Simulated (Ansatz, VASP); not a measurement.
## One calculation of NaP2, two programs

```
Na P
1.0
     4.65339   -1.65591    0.00000
     4.65339    1.65591    0.00000
    -0.52771    0.00000    4.11652
Na P
1 2
Cartesian
  -0.2639 0.0000 2.0583
  6.5017 0.0000 0.5146
  2.2773 0.0000 3.6019
```

Alike in both runs: task single point; functional PBE; k mesh 6 × 6 × 4; occupations gaussian, width 0.1 eV; no spin polarisation.

|  | VASP | Ansatz |
| --- | --- | --- |
| version | VASP 6.6.1 | Ansatz 0.2.0 |
| potentials or method | VASP PAW PBE potentials, release 64 (Na_pv, P), cutoff 520 eV | scalar-relativistic, plane waves, PAW |
| valence electrons in the cell | 17 | 19 |

|  | VASP | Ansatz | Ansatz less VASP |
| --- | --- | --- | --- |
| gap on the k mesh at the Fermi level (eV) | none | none | - |
| pressure (GPa) | -0.2 | 0.0 | +0.17 |
| traceless stress, the component that is largest in VASP (GPa) | -0.59 | -0.61 | -0.019 |
| rms of the force components (eV/Å) | 0.018 | 0.017 | -0.0016 |

Atom by atom the forces differ by 0.032 eV/Å (rms over components). A gap of «none» marks a metal or a gap that the smearing closes. VASP's potentials hold 17 valence electrons a cell and Ansatz's 19, so a difference there can come from the potentials and not from the codes.

The k mesh is coarse, so the values compare programs but aren't converged.
